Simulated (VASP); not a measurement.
NaCaF3:

```
Na Ca F
1.0
     4.38057    0.00000    0.00000
     0.00000    4.38057    0.00000
     0.00000    0.00000    4.38057
Na Ca F
1 1 3
Direct
  0.00000 0.00000 0.00000
  0.50000 0.50000 0.50000
  0.50000 0.50000 0.00000
  0.50000 0.00000 0.50000
  0.00000 0.50000 0.50000
```

Base run:

| Quantity | Value |
| --- | --- |
| Program | VASP 6.6.1 |
| Functional | r2SCAN |
| Potentials or basis | VASP PAW PBE potentials, release 64 (Na_pv, Ca_sv, F) |
| Cutoff | 520 eV |
| k mesh | 6 × 6 × 6 |
| Occupations | gaussian, width 0.01 eV |
| Spin | no spin polarisation |

Its results: band gap on the k mesh 5.93 eV, indirect (least direct gap 6.06 eV); pressure 0.5 GPa.

Task: The run is repeated on the same cell with these changes: functional from r2SCAN to PBE. What comes out?

Result: Band gap on the k mesh 5.09 eV, indirect (least direct gap 5.23 eV); pressure 2.0 GPa.

r2SCAN gives the wider gap, since meta-GGAs in the generalised Kohn-Sham scheme recover part of the derivative discontinuity.

Caveats: the PAW data sets were made with another functional, which shifts forces and pressure a little (some runs).

A k mesh can miss the band edges.
